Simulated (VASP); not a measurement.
# ZrPt3 (Pm-3m) in VASP: relaxation of cell and atoms with LDA

Aim: the relaxation of cell and atoms of ZrPt3 with LDA.

All numbers are computed with VASP 6.6.1; they aren't measurements. Logs are shortened: lines on timing, memory, paths and dates and some standing lists are left out, and cuts for length are marked.

### Step 1. The cell of the first run

Symmetry: Pm-3m, No. 221, cubic system. Conventional cell: a = 3.990 Å, b = 3.990 Å, c = 3.990 Å, α = 90.00°, β = 90.00°, γ = 90.00°. Zr (site symmetry m-3m) has 12 Pt at 2.82 Å within 3.7 Å. Within 3.7 Å of Pt (site symmetry 4/mmm) lie 4 Zr at 2.82 Å and 8 Pt at 2.82 Å.

### Step 2. Relaxation of cell and atoms, LDA

Input file INCAR:

```
PREC = Accurate ; ENCUT = 600
EDIFF = 1E-6 ; ISMEAR = -1
SIGMA = 0.05 ; LREAL = F
LASPH = T ; NELM = 80
ALGO = Normal ; ISIF = 3
LWAVE = F ; LCHARG = F
IBRION = 2 ; NSW = 80
EDIFFG = -0.01
```

Input file KPOINTS:

```
regular mesh
0
Gamma
  11 11 11
```

Input file POSCAR:

```
ZrPt3
1.0
    3.9900000000      0.0000000000      0.0000000000
    0.0000000000      3.9900000000      0.0000000000
    0.0000000000      0.0000000000      3.9900000000
Zr Pt
1 3
Direct
    0.0000000000      0.0000000000      0.0000000000
    0.0000000000      0.5000000000      0.5000000000
    0.5000000000      0.0000000000      0.5000000000
    0.5000000000      0.5000000000      0.0000000000
```

Potentials or basis: VASP PAW LDA potentials, release 64 (Zr_sv, Pt).

Command:

```sh
$ cat potpaw_LDA.64/Zr_sv/POTCAR potpaw_LDA.64/Pt/POTCAR > POTCAR
$ mpirun -np 1 vasp_std > vasp.out
```

OUTCAR:

```text
PREC = Accurate
   ENCUT = 600
   EDIFF = 1E-6
   ISMEAR = -1
   LREAL = F
   LASPH = T
   NELM = 80
   ISIF = 3
   IBRION = 2
   NSW = 80
   EDIFFG = -0.01

 ion  position               nearest neighbor table
   1  0.000  0.000  0.000-   2 2.82   3 2.82   4 2.82   2 2.82   3 2.82   2 2.82   4 2.82   2 2.82
                             3 2.82   4 2.82   3 2.82   4 2.82
   2  0.000  0.500  0.500-   1 2.82   3 2.82   4 2.82   1 2.82   4 2.82   1 2.82   3 2.82   1 2.82
                             3 2.82   4 2.82   4 2.82   3 2.82
   3  0.500  0.000  0.500-   1 2.82   2 2.82   4 2.82   1 2.82   4 2.82   2 2.82   4 2.82   4 2.82
                             1 2.82   2 2.82   1 2.82   2 2.82
   4  0.500  0.500  0.000-   1 2.82   2 2.82   3 2.82   2 2.82   3 2.82   1 2.82   3 2.82   3 2.82
                             1 2.82   2 2.82   2 2.82   1 2.82

  LATTYP: Found a simple cubic cell.
 ALAT       =     3.9900000000

  Lattice vectors:

 A1 = (   3.9900000000,   0.0000000000,   0.0000000000)
 A2 = (   0.0000000000,   3.9900000000,   0.0000000000)
 A3 = (   0.0000000000,   0.0000000000,   3.9900000000)

Analysis of symmetry for initial positions (statically):
=====================================================================
 Subroutine PRICEL returns:
 Original cell was already a primitive cell.

 Routine SETGRP: Setting up the symmetry group for a
 simple cubic supercell.

 Subroutine GETGRP returns: Found 48 space group operations
 (whereof 48 operations were pure point group operations)
 out of a pool of 48 trial point group operations.

The static configuration has the point symmetry O_h .

Analysis of symmetry for dynamics (positions and initial velocities):
=====================================================================
 Subroutine PRICEL returns:
 Original cell was already a primitive cell.

 Routine SETGRP: Setting up the symmetry group for a
 simple cubic supercell.

 Subroutine GETGRP returns: Found 48 space group operations
 (whereof 48 operations were pure point group operations)
 out of a pool of 48 trial point group operations.

The dynamic configuration has the point symmetry O_h .

 Subroutine INISYM returns: Found 48 space group operations
 (whereof 48 operations are pure point group operations),
 and found     1 'primitive' translations

----------------------------------------------------------------------------------------

                                     Primitive cell

  volume of cell :      63.5212

  direct lattice vectors                    reciprocal lattice vectors
     3.990000000  0.000000000  0.000000000     0.250626566  0.000000000  0.000000000
     0.000000000  3.990000000  0.000000000     0.000000000  0.250626566  0.000000000
     0.000000000  0.000000000  3.990000000     0.000000000  0.000000000  0.250626566

  length of vectors
     3.990000000  3.990000000  3.990000000     0.250626566  0.250626566  0.250626566

  position of ions in fractional coordinates (direct lattice)
     0.000000000  0.000000000  0.000000000
     0.000000000  0.500000000  0.500000000
     0.500000000  0.000000000  0.500000000
     0.500000000  0.500000000  0.000000000

  ion indices of the primitive-cell ions
   primitive index   ion index
                 1           1
                 2           2
                 3           3
                 4           4

----------------------------------------------------------------------------------------

 KPOINTS: regular mesh

Automatic generation of k-mesh.
 Grid dimensions read from file:
 generate k-points for:   11   11   11

 Generating k-lattice:

  Cartesian coordinates                     Fractional coordinates (reciprocal lattice)
     0.022784233  0.000000000  0.000000000     0.090909091  0.000000000  0.000000000
     0.000000000  0.022784233  0.000000000     0.000000000  0.090909091  0.000000000
     0.000000000  0.000000000  0.022784233     0.000000000  0.000000000  0.090909091

  Length of vectors
     0.022784233  0.022784233  0.022784233

  Shift w.r.t. Gamma in fractional coordinates (k-lattice)
     0.000000000  0.000000000  0.000000000

 Subroutine IBZKPT returns following result:
 ===========================================

 Found     56 irreducible k-points:

 Following reciprocal coordinates:
            Coordinates               Weight
  0.000000  0.000000  0.000000      1.000000
  0.090909  0.000000  0.000000      6.000000
  0.181818  0.000000  0.000000      6.000000
  0.272727  0.000000  0.000000      6.000000
  0.363636  0.000000  0.000000      6.000000
  0.454545  0.000000  0.000000      6.000000
[... 16 lines left out ...]
  0.181818  0.090909  0.090909     24.000000
  0.272727  0.090909  0.090909     24.000000
 [... further k-points ...]
   k-points           NKPTS =     56   k-points in BZ     NKDIM =     56   number of bands    NBANDS=     25
   number of dos      NEDOS =    301   number of ions     NIONS =      4
   total plane-waves  NPLWV =  32768
   dimension x,y,z NGX =    32 NGY =   32 NGZ =   32
   dimension x,y,z NGXF=    64 NGYF=   64 NGZF=   64
   ions per type =               1   3
   NGX,Y,Z   is equivalent  to a cutoff of  13.33, 13.33, 13.33 a.u.
   NGXF,Y,Z  is equivalent  to a cutoff of  26.67, 26.67, 26.67 a.u.
 SYSTEM =  unknown system
   PREC   = accura    normal or accurate (medium, high low for compatibility)
   ISTART =      0    job   : 0-new  1-cont  2-samecut
   ICHARG =      2    charge: 1-file 2-atom 10-const
   ISPIN  =      1    spin polarized calculation?
   LNONCOLLINEAR =      F non collinear calculations
   LSORBIT =      F    spin-orbit coupling
   LASPH  =      T    aspherical Exc in radial PAW
   ENCUT  =  600.0 eV  44.10 Ry    6.64 a.u.   7.97  7.97  7.97*2*pi/ulx,y,z
   NELM   =     80;   NELMIN=  2; NELMDL= -5     # of ELM steps
   EDIFF  = 0.1E-05   stopping-criterion for ELM
   LREAL  =      F    real-space projection
   EDIFFG = -.1E-01   stopping-criterion for IOM
   NSW    =     80    number of steps for IOM
   IBRION =      2    ionic relax: 0-MD 1-quasi-New 2-CG
   NFREE  =      1    steps in history (QN), initial steepest desc. (CG)
   ISIF   =      3    stress and relaxation
   ISYM   =      2    0-nonsym 1-usesym 2-fastsym
   POTIM  = 0.5000    time-step for ionic-motion
   TEBEG  =    0.0;   TEEND  =   0.0 temperature during run
   PSTRESS=    0.0 pullay stress
   NELECT =      42.0000    total number of electrons
   NUPDOWN=      -1.0000    fix difference up-down
   EMIN   =  10.00;   EMAX   =-10.00  energy-range for DOS
   EFERMI =   0.00;   METHOD = LEGACY
   ISMEAR =    -1;   SIGMA  =   0.05  broadening in eV -4-tet -1-fermi 0-gaus
   EFERMI_NEDOS =   21; number of points for ismear=-14 and -15
   IALGO  =     38    algorithm
   IMIX   =      4    mixing-type and parameters
     AMIX     =   0.40;   BMIX     =  1.00
     AMIX_MAG =   1.60;   BMIX_MAG =  1.00
  volume/ion in A,a.u.               =      15.88       107.17
  Fermi-wavevector in a.u.,A,eV,Ry     =   1.426215  2.695156 27.675468  2.034090
  Thomas-Fermi vector in A             =   2.546516
   LORBIT       =      0    0 simple, 1 ext, 2 COOP (PROOUT), +10 PAW based schemes
   GGA     = CA    functional components
   LHFCALC =     F    Hartree Fock is set to
   AEXX    =    0.0000 exact exchange contribution
   IVDW    =     0    specifies the selected vdW correction
   LEPSILON=     F    determine dielectric tensor
   LRPA    =     F    only Hartree local field effects (RPA)
 conjugate gradient relaxation of ions
 non-spin polarized calculation
  energy-cutoff  :      600.00
  volume of cell :       63.52
 maximum number of plane-waves:      2140
 NGX is ok and might be reduce to    32
   NGX = 15   NGY = 15   NGZ = 15

--------------------------------------- Ionic step        1  -------------------------------------------

 number of electron      42.0000011 magnetization

 Free energy of the ion-electron system (eV)
  ---------------------------------------------------
  ext. energy  EPLUGINS =         0.00000000
  ---------------------------------------------------
  free energy    TOTEN  =       -36.09269927 eV

  energy without entropy =      -36.08964411  energy(sigma->0) =      -36.09117169

------------------------ aborting loop because EDIFF is reached ----------------------------------------

  FORCE on cell =-STRESS in cart. coord.  units (eV):
  Direction    XX          YY          ZZ          XY          YZ          ZX
  --------------------------------------------------------------------------------------
  -------------------------------------------------------------------------------------
  Total       -1.1282834     -1.1282834     -1.1282834     -0.0000000     -0.0000000      0.0000000
  in kB      -28.4583756    -28.4583756    -28.4583756     -0.0000000     -0.0000000      0.0000000
  external PRESSURE =     -28.4583756 kB  Pullay stress =       0.0000000 kB
[... 61 lines left out ...]
  energy  without entropy=      -36.0470274003  energy(sigma->0) =      -36.04857703

--------------------------------------- Ionic step        3  -------------------------------------------

 number of electron      42.0000006 magnetization

 Free energy of the ion-electron system (eV)
  ---------------------------------------------------
  ext. energy  EPLUGINS =         0.00000000
  ---------------------------------------------------
  free energy    TOTEN  =       -36.09889368 eV

  energy without entropy =      -36.09583606  energy(sigma->0) =      -36.09736487

 E-fermi :  12.4190     XC(G=0): -13.3972

 val. band max:       12.3928462706   @ k =   0.4545   0.0000   0.0000
 cond. band min:      12.5112649734   @ k =   0.4545   0.0909   0.0000
 fundamental gap:      0.1184187028
 Fermi energy:        12.4189702884

 k-point     1 :       0.0000    0.0000    0.0000
  band No.  band energies     occupation
      1     -37.2516      2.00000
      2     -15.4514      2.00000
      3     -15.4514      2.00000
      4     -15.4514      2.00000
      5       2.1963      2.00000
      6       4.7985      2.00000
[... 661 lines left out ...]
     24      13.8512      0.00000
     25      14.6896      0.00000

 [... further k-points ...]

------------------------ aborting loop because EDIFF is reached ----------------------------------------

  FORCE on cell =-STRESS in cart. coord.  units (eV):
  Direction    XX          YY          ZZ          XY          YZ          ZX
  --------------------------------------------------------------------------------------
  -------------------------------------------------------------------------------------
  Total       -0.0112482     -0.0112482     -0.0112482     -0.0000000     -0.0000000      0.0000000
  in kB       -0.2868003     -0.2868003     -0.2868003     -0.0000000     -0.0000000      0.0000000
  external PRESSURE =      -0.2868003 kB  Pullay stress =       0.0000000 kB
[... 19 lines left out ...]
  FREE ENERGIE OF THE ION-ELECTRON SYSTEM (eV)
  ---------------------------------------------------
  free  energy   TOTEN  =       -36.0988936800 eV

  energy  without entropy=      -36.0958360573  energy(sigma->0) =      -36.09736487

 reached required accuracy - stopping structural energy minimisation
```

Wall time 68 s (1 thread of Intel Xeon 6975P-C (Granite Rapids), shared host); peak memory 0.23 GiB.

What came out:

| Property | Result |
| --- | --- |
| Free energy | -36.0989 eV |
| Relaxed volume | 15.71 Å³/atom |
| Relaxed cell | a = 3.976 Å, b = 3.976 Å, c = 3.976 Å, α = 90.00°, β = 90.00°, γ = 90.00° |
| Space group after relaxing (to 0.1 Å) | Pm-3m (No. 221) |
| Energy gained by relaxing | 1.5 meV/atom |
| Ionic steps | 3 |
| Pressure after relaxing | 0.0 GPa |
| Band gap on the k mesh | zero (bands 21 and 22 overlap by 1.57 eV) |

The path:
```
step  energy change (eV)  largest force (eV/Å)  pressure (GPa)  volume (Å³)
   1              0.0000                0.0000           -2.85        63.52
   2              0.0426                0.0000            8.63        60.96
   3             -0.0062                0.0000           -0.03        62.84
```

Final structure:
```yaml
crystal:
  lattice:
    - [3.97562, 0.00000, 0.00000]
    - [0.00000, 3.97562, 0.00000]
    - [0.00000, 0.00000, 3.97562]
  atoms:
    - { symbol: Zr, position: [0.00000, 0.00000, 0.00000] }
    - { symbol: Pt, position: [0.00000, 0.50000, 0.50000] }
    - { symbol: Pt, position: [0.50000, 0.00000, 0.50000] }
    - { symbol: Pt, position: [0.50000, 0.50000, 0.00000] }
```

Levels at points of the mesh, in eV from the Fermi level:
| k point | band 18 | band 19 | band 20 | band 21 | band 22 | band 23 | band 24 | band 25 |
| --- | --- | --- | --- | --- | --- | --- | --- | --- |
| (0.00, 0.00, 0.00) | -0.55 | -0.55 | -0.55 | 1.51 | 1.51 | 1.51 | 2.15 | 2.15 |

Caveat: spin-orbit coupling is left out, which moves the levels of the heavy elements.

The gap in the log of VASP goes by the Fermi energy; the results here count the filled bands.